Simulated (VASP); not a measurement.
Wanted: the native input for a VASP 6.6.1 run.

```
Task                   : single point
Functional             : PBE
Potentials or basis    : VASP PAW PBE potentials, release 64 (Zn, Se)
Cutoff                 : 520 eV
k mesh                 : 6 × 6 × 4
Occupations            : gaussian, width 0.1 eV
Spin                   : no spin polarisation
Dipole correction      : no
Further INCAR settings : ALGO = Normal; EDIFF = 1e-06; NBANDS = 30
```

The structure of ZnSe5 lies in POSCAR:

```
ZnSe5
1.0
    4.6513217794      0.0000000000      0.0000000000
   -2.3256608897      4.0281628221      0.0000000000
    0.0000000000      0.0000000000      6.8086538313
Zn Se
1 5
Direct
    0.0000000000      0.0000000000      0.0000000000
    0.3333333333      0.6666666667      0.7636740871
    0.3333333333      0.6666666667      0.2363259129
    0.6666666667      0.3333333333      0.2363259129
    0.6666666667      0.3333333333      0.7636740871
    0.0000000000      0.0000000000      0.5000000000
```

The cell was built from a structure type or drawn by symmetry, and may not be a known phase.

One way to write it, as run:

INCAR

```
PREC     = Accurate       # precision mode
ENCUT    = 520            # plane-wave cutoff, eV
EDIFF    = 1E-6           # SCF threshold, eV
ISMEAR   = 0              # smearing method
SIGMA    = 0.1            # smearing width, eV
LREAL    = False          # projectors in reciprocal space
LASPH    = True           # aspherical terms in the spheres
NELM     = 100            # most SCF steps
ALGO     = Normal         # electronic algorithm
ISIF     = 2              # what is computed and relaxed
LWAVE    = False          # write WAVECAR
LCHARG   = True           # write CHGCAR
GGA      = PE             # functional
LELF     = True           # ELF
LVHAR    = True         
NBANDS   = 30             # bands
```

KPOINTS

```
Automatic mesh
0
Gamma
  6 6 4
```

Potentials or basis: VASP PAW PBE potentials, release 64 (Zn, Se).

Command:

```bash
$ cat potpaw_PBE.64/Zn/POTCAR potpaw_PBE.64/Se/POTCAR > POTCAR
$ mpirun -np 1 vasp_std > vasp.out
```

It gave:

The pressure is 0.1 GPa and the largest force is 0.037 eV/Å. The band gap on the k mesh is zero (bands 21 and 22 overlap by 1.47 eV).

It took 47 s on 1 thread of Intel(R) Xeon(R) 6975P-C (Granite Rapids) (shared host), peak memory 0.27 GiB.
